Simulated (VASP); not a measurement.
Write the native input for VASP 6.6.1 that does the following.

```yaml
Task: relaxation of volume and atoms at fixed shape
Functional: LDA
Potentials_or_basis: VASP PAW LDA potentials, release 64 (Os)
Cutoff: 600 eV
k_mesh: 9 × 9 × 5
Occupations: gaussian, width 0.1 eV
Spin: no spin polarisation
Dipole_correction: no
Further_INCAR_settings: ALGO = Normal; EDIFF = 1e-06; IBRION = 2; EDIFFG = -0.03; NSW = 80; ISIF = 8
```

The structure of Os lies in POSCAR:

```
Os
1.0
    2.7341000000      0.0000000000      0.0000000000
   -1.3670500000      2.3678000000      0.0000000000
    0.0000000000      0.0000000000      4.3197000000
Os
2
Direct
    0.3333333333      0.6666666667      0.2500000000
    0.6666666667      0.3333333333      0.7500000000
```

These files were run (other wordings do the same):

INCAR

```
SYSTEM = Os
PREC = Accurate ; ENCUT = 600
EDIFF = 1E-6 ; ISMEAR = 0
SIGMA = 0.1 ; LREAL = .False.
LASPH = .True. ; NELM = 80
ALGO = Normal ; ISIF = 8
LWAVE = .False. ; LCHARG = .False.
GGA = CA ; IBRION = 2
NSW = 80 ; EDIFFG = -0.03
```

KPOINTS

```
Automatic mesh
0
Gamma
  9 9 5
  0 0 0
```

Potentials or basis: VASP PAW LDA potentials, release 64 (Os).

Command:

```bash
$ cat potpaw_LDA.64/Os/POTCAR > POTCAR
$ mpirun -np 1 vasp_std > vasp.out
```

Results of the run:

```
Relaxed volume                         : 13.74 Å³/atom
Relaxed cell                           : a = 2.718 Å, b = 2.718 Å, c = 4.294 Å, α = 90.00°, β = 90.00°, γ = 120.00°
Space group after relaxing (to 0.05 Å) : P6_3/mmc (No. 194)
Energy gained by relaxing              : 6.5 meV/atom
Ionic steps                            : 3
Pressure after relaxing                : -0.3 GPa
Band gap on the k mesh                 : zero (band 8 reaches 11.75 eV, above the bottom of band 9 at 7.80 eV)
```

Caveat: spin-orbit coupling is left out, which moves the levels of the heavy elements.

It took 16 s on 1 thread of AMD EPYC 9R45 96-Core Processor (Zen 5), on a shared host, peak memory 0.12 GiB.
